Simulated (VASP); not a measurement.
Wanted: the native input for a VASP 6.6.1 run.

```yaml
Task: relaxation of cell and atoms
Functional: PBE
Potentials_or_basis: VASP PAW PBE potentials, release 64 (B, Ru_pv)
Cutoff: 600 eV
k_mesh: 12 × 12 × 6
Occupations: gaussian, width 0.1 eV
Spin: no spin polarisation
Dipole_correction: no
Further_INCAR_settings: ALGO = Normal; EDIFF = 1e-07; IBRION = 2; EDIFFG = -0.01; NSW = 100; ISIF = 3
```

The structure of B5Ru lies in POSCAR:

```
B5Ru
1.0
    3.2427656830      0.0000000000      0.0000000000
   -1.6213828415      2.8083174600      0.0000000000
    0.0000000000      0.0000000000      6.5461451091
B Ru
5 1
Direct
    0.5000000000      0.0000000000      0.0000000000
    0.0000000000      0.5000000000      0.0000000000
    0.5000000000      0.5000000000      0.0000000000
    0.0000000000      0.0000000000      0.8115490049
    0.0000000000      0.0000000000      0.1884509951
    0.0000000000      0.0000000000      0.5000000000
```

The cell was built from a structure type or drawn by symmetry, and may not be a known phase.

One way to write it, as run:

INCAR

```
PREC     = Accurate       # precision mode
ENCUT    = 600            # plane-wave cutoff, eV
EDIFF    = 1E-7           # SCF threshold, eV
ISMEAR   = 0              # smearing method
SIGMA    = 0.1            # smearing width, eV
LREAL    = False          # projectors in reciprocal space
LASPH    = True           # aspherical terms in the spheres
NELM     = 100            # most SCF steps
ALGO     = Normal         # electronic algorithm
ISIF     = 3              # what is computed and relaxed
LWAVE    = False          # write WAVECAR
LCHARG   = False          # write CHGCAR
GGA      = PE             # functional
IBRION   = 2              # ionic algorithm
NSW      = 100            # ionic steps
EDIFFG   = -0.01          # ionic threshold
```

KPOINTS

```
regular mesh
0
Gamma
  12 12 6
```

Potentials or basis: VASP PAW PBE potentials, release 64 (B, Ru_pv).

Launch:

```sh
$ cat potpaw_PBE.64/B/POTCAR potpaw_PBE.64/Ru_pv/POTCAR > POTCAR
$ mpirun -np 1 vasp_std > vasp.out
```

Results of the run:

```
Relaxed volume                        : 9.95 Å³/atom
Relaxed cell                          : a = 3.236 Å, b = 3.236 Å, c = 6.579 Å, α = 90.00°, β = 90.00°, γ = 120.00°
Space group after relaxing (to 0.1 Å) : P6/mmm (No. 191)
Energy gained by relaxing             : 0.9 meV/atom
Ionic steps                           : 4
Pressure after relaxing               : -0.1 GPa
Largest force after relaxing          : 0.010 eV/Å
Band gap on the k mesh                : zero (an odd number of electrons rules out a gap without spin polarisation)
```

Wall time 7 min on 1 thread of Intel Xeon 8259CL, with other jobs on the host, peak memory 0.27 GiB.
